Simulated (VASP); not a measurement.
A run of VASP 6.6.1 is set up as follows.

File INCAR:

```
SYSTEM = PbS
PREC = Accurate
ENCUT = 520
EDIFF = 1E-6
ISMEAR = -1
SIGMA = 0.06
LREAL = .False.
LASPH = .True.
NELM = 100
ALGO = Normal
ISIF = 2
LWAVE = .False.
LCHARG = .False.
NBANDS = 17
```

File KPOINTS:

```
Automatic mesh
0
Gamma
  8 8 8
  0 0 0
```

POSCAR

```
PbS
1.0
    0.0000000000      2.9748505000      2.9748505000
    2.9748505000      0.0000000000      2.9748505000
    2.9748505000      2.9748505000      0.0000000000
Pb S
1 1
Direct
    0.0000000000      0.0000000000      0.0000000000
    0.5000000000      0.5000000000      0.5000000000
```

Potentials or basis: VASP PAW LDA potentials, release 64 (Pb_d, S).

Run with:

```sh
$ cat potpaw_LDA.64/Pb_d/POTCAR potpaw_LDA.64/S/POTCAR > POTCAR
$ mpirun -np 1 vasp_std > vasp.out
```

(1) Estimate the band gap on the k mesh.

(2) What does it give for the pressure?

Results:

(1) 0.24 eV, direct.

(2) -3.1 GPa.

Caveat: spin-orbit coupling is left out, which moves the levels of the heavy elements.
